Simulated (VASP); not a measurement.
# AlPt (P2_13) in VASP: further runs, part 2 of 2

VASP 6.6.1.

## Step 3: Single point, PBEsol

This run uses another cell than the first one, of 15.68 Å³/atom, 1.038 times its volume.

Contents of INCAR:

```
SYSTEM = AlPt
PREC = Accurate
ENCUT = 520
EDIFF = 1E-6
ISMEAR = 0
SIGMA = 0.1
LREAL = .False.
LASPH = .True.
NELM = 80
ALGO = Normal
ISIF = 2
LWAVE = .False.
LCHARG = .False.
GGA = PS
NBANDS = 36
```

Contents of KPOINTS:

```
Automatic mesh
0
Gamma
  6 6 6
  0 0 0
```

Contents of POSCAR:

```
AlPt
1.0
    5.0057138193      0.0000000000      0.0000000000
    0.0000000000      5.0057138193      0.0000000000
    0.0000000000      0.0000000000      5.0057138193
Al Pt
4 4
Direct
    0.8440320000      0.8440320000      0.8440320000
    0.6559680000      0.1559680000      0.3440320000
    0.3440320000      0.6559680000      0.1559680000
    0.1559680000      0.3440320000      0.6559680000
    0.1550630000      0.1550630000      0.1550630000
    0.3449370000      0.8449370000      0.6550630000
    0.6550630000      0.3449370000      0.8449370000
    0.8449370000      0.6550630000      0.3449370000
```

Potentials or basis: VASP PAW PBE potentials, release 64 (Al, Pt).

On the command line:

```sh
$ cat potpaw_PBE.64/Al/POTCAR potpaw_PBE.64/Pt/POTCAR > POTCAR
$ mpirun -np 1 vasp_std > vasp.out
```

OUTCAR:

```text
SYSTEM = AlPt
   PREC = Accurate
   ENCUT = 520
   EDIFF = 1E-6
   ISMEAR = 0
   LREAL = .False.
   LASPH = .True.
   NELM = 80
   ISIF = 2
   GGA = PS

 ion  position               nearest neighbor table
   1  0.844  0.844  0.844-   6 2.67   7 2.67   8 2.67   6 2.68   7 2.68   8 2.68   5 2.70   3 3.10
                             4 3.10   2 3.10   2 3.10   4 3.10   3 3.10
   2  0.656  0.156  0.344-   5 2.67   7 2.67   8 2.67   7 2.68   8 2.68   5 2.68   6 2.70   1 3.10
                             1 3.10   3 3.10   3 3.10   4 3.10   4 3.10
   3  0.344  0.656  0.156-   5 2.67   6 2.67   8 2.67   8 2.68   6 2.68   5 2.68   7 2.70   1 3.10
                             4 3.10   2 3.10   2 3.10   4 3.10   1 3.10
   4  0.156  0.344  0.656-   5 2.67   6 2.67   7 2.67   6 2.68   5 2.68   7 2.68   8 2.70   1 3.10
[... 1158 lines left out ...]
  external PRESSURE =    -139.5130242 kB  Pullay stress =       0.0000000 kB

 VOLUME and BASIS-vectors are now :
 -----------------------------------------------------------------------------
  energy-cutoff  :      520.00
  volume of cell :      125.43
      direct lattice vectors                 reciprocal lattice vectors
     5.005713819  0.000000000  0.000000000     0.199771708  0.000000000  0.000000000
     0.000000000  5.005713819  0.000000000     0.000000000  0.199771708  0.000000000
     0.000000000  0.000000000  5.005713819     0.000000000  0.000000000  0.199771708

 POSITION                                       TOTAL-FORCE (eV/Angst)
 -----------------------------------------------------------------------------------
      4.22498      4.22498      4.22498        -0.034925     -0.034925     -0.034925
      3.28359      0.78073      1.72213         0.034925      0.034925     -0.034925
      1.72213      3.28359      0.78073        -0.034925      0.034925      0.034925
      0.78073      1.72213      3.28359         0.034925     -0.034925      0.034925
      0.77620      0.77620      0.77620        -0.016797     -0.016797     -0.016797
      1.72666      4.22951      3.27906         0.016797      0.016797     -0.016797
      3.27906      1.72666      4.22951        -0.016797      0.016797      0.016797
      4.22951      3.27906      1.72666         0.016797     -0.016797      0.016797
 -----------------------------------------------------------------------------------
    total drift:                               -0.000000     -0.000000     -0.000000

  FREE ENERGIE OF THE ION-ELECTRON SYSTEM (eV)
  ---------------------------------------------------
  free  energy   TOTEN  =       -52.1872035537 eV

  energy  without entropy=      -52.1781981446  energy(sigma->0) =      -52.18270085
```

stdout:

```text
POSCAR found type information on POSCAR AlPt
 POSCAR found :  2 types and       8 ions
 scaLAPACK will be used
 -----------------------------------------------------------------------------
|                                                                             |
|                                                                             |
|     You enforced a specific xc type in the INCAR file but a different       |
|     I HOPE YOU KNOW WHAT YOU ARE DOING!                                     |
|                                                                             |
 -----------------------------------------------------------------------------

 LDA part: xc-table for (Slater+PW92), standard interpolation
 POSCAR, INCAR and KPOINTS ok, starting setup
 FFT: planning ... GRIDC
 FFT: planning ... GRID_SOFT
 FFT: planning ... GRID
 WAVECAR not read
 entering main loop
```

It took 86 s on 1 thread of Intel Xeon Platinum 8488C (Sapphire Rapids), shared host; peak memory 0.28 GiB.

Results:

* Free energy: -52.1872 eV
* Pressure: -14.0 GPa
* Largest force: 0.060 eV/Å
* Band gap on the k mesh: zero (band 26 reaches 9.63 eV, above the bottom of band 27 at 8.46 eV)

Forces on the atoms (eV/Å):
```
Al  -0.035 -0.035 -0.035
Al   0.035  0.035 -0.035
Al  -0.035  0.035  0.035
Al   0.035 -0.035  0.035
Pt  -0.017 -0.017 -0.017
Pt   0.017  0.017 -0.017
Pt  -0.017  0.017  0.017
Pt   0.017 -0.017  0.017
```

Levels at points of the mesh, in eV from the Fermi level:
```csv
k point,band 24,band 25,band 26,band 27,band 28,band 29
"(0.00, 0.00, 0.00)",-1.66,-0.30,-0.30,-0.30,3.82,3.82
"(0.50, 0.00, 0.00)",-1.46,-0.67,-0.67,1.02,1.02,2.33
"(0.50, 0.50, 0.00)",-2.07,0.32,0.32,1.11,1.11,2.46
"(0.50, 0.50, 0.50)",-2.35,-0.85,-0.85,-0.85,-0.85,6.14
```

Caveat: the PAW data sets were made with another functional, which shifts forces and pressure a little; spin-orbit coupling is left out, which moves the levels of the heavy elements.

## Step 4: Single point, PBEsol

This run uses another cell than the first one, of 16.26 Å³/atom, 1.077 times its volume.

Contents of INCAR:

```
ALGO = Normal
EDIFF = 1E-7
ENCUT = 520
GGA = PS
ISIF = 2
ISMEAR = 0
LASPH = True
LCHARG = True
LELF = True
LREAL = False
LVHAR = True
LWAVE = False
NBANDS = 36
NELM = 100
PREC = Accurate
SIGMA = 0.1
```

Contents of KPOINTS:

```
k-points
0
Gamma
  6 6 6
```

POSCAR, as its differences from that of step 3:

```diff
@@ -2,5 +2,5 @@
 1.0
-    5.0057138193      0.0000000000      0.0000000000
-    0.0000000000      5.0057138193      0.0000000000
-    0.0000000000      0.0000000000      5.0057138193
+    5.0667651267      0.0000000000      0.0000000000
+    0.0000000000      5.0667651267      0.0000000000
+    0.0000000000      0.0000000000      5.0667651267
 Al Pt
```

On the command line:

```sh
$ cat potpaw_PBE.64/Al/POTCAR potpaw_PBE.64/Pt/POTCAR > POTCAR
$ mpirun -np 1 vasp_std > vasp.out
```

It took 82 s on 1 thread of Intel Xeon Platinum 8488C (Sapphire Rapids), shared host; peak memory 0.28 GiB.

Results (log left out):

```
Free energy            : -51.7185 eV
Pressure               : -18.3 GPa
Largest force          : 0.083 eV/Å
Band gap on the k mesh : zero (band 26 reaches 9.14 eV, above the bottom of band 27 at 7.96 eV)
```

Forces on the atoms (eV/Å):
```
Al  -0.048 -0.048 -0.048
Al   0.048  0.048 -0.048
Al  -0.048  0.048  0.048
Al   0.048 -0.048  0.048
Pt  -0.008 -0.008 -0.008
Pt   0.008  0.008 -0.008
Pt  -0.008  0.008  0.008
Pt   0.008 -0.008  0.008
```

Levels at points of the mesh, in eV from the Fermi level:
```tsv
k point	band 23	band 24	band 25	band 26	band 27	band 28	band 29	band 30
(0.00, 0.00, 0.00)	-1.61	-1.61	-0.32	-0.32	-0.32	3.66	3.66	3.66
(0.50, 0.00, 0.00)	-1.42	-1.42	-0.65	-0.65	0.94	0.94	2.17	2.17
(0.50, 0.50, 0.00)	-2.01	-2.01	0.33	0.33	1.04	1.04	2.32	2.32
(0.50, 0.50, 0.50)	-2.27	-2.27	-0.85	-0.85	-0.85	-0.85	5.97	5.97
```

Caveat: the PAW data sets were made with another functional, which shifts forces and pressure a little; spin-orbit coupling is left out, which moves the levels of the heavy elements.

## Step 5: The runs side by side

```tsv
cell	gap on the mesh (eV)	pressure (GPa)	largest force (eV/Å)
a = 4.943 Å, 8 atoms	none	-8.4	0.04
a = 5.006 Å, 8 atoms	none	-14.0	0.06
a = 5.067 Å, 8 atoms	none	-18.3	0.08
```

Alike in all rows: task single point; level PBEsol; potentials or basis VASP PAW PBE potentials, release 64 (Al, Pt); no spin polarisation; k mesh 6 × 6 × 6; cutoff (eV) 520; smearing gaussian 0.1 eV.

Caveats: the PAW data sets were made with another functional, which shifts forces and pressure a little; spin-orbit coupling is left out, which moves the levels of the heavy elements.

Total energies depend on the potentials used, so only differences within one code and one set of settings carry meaning.
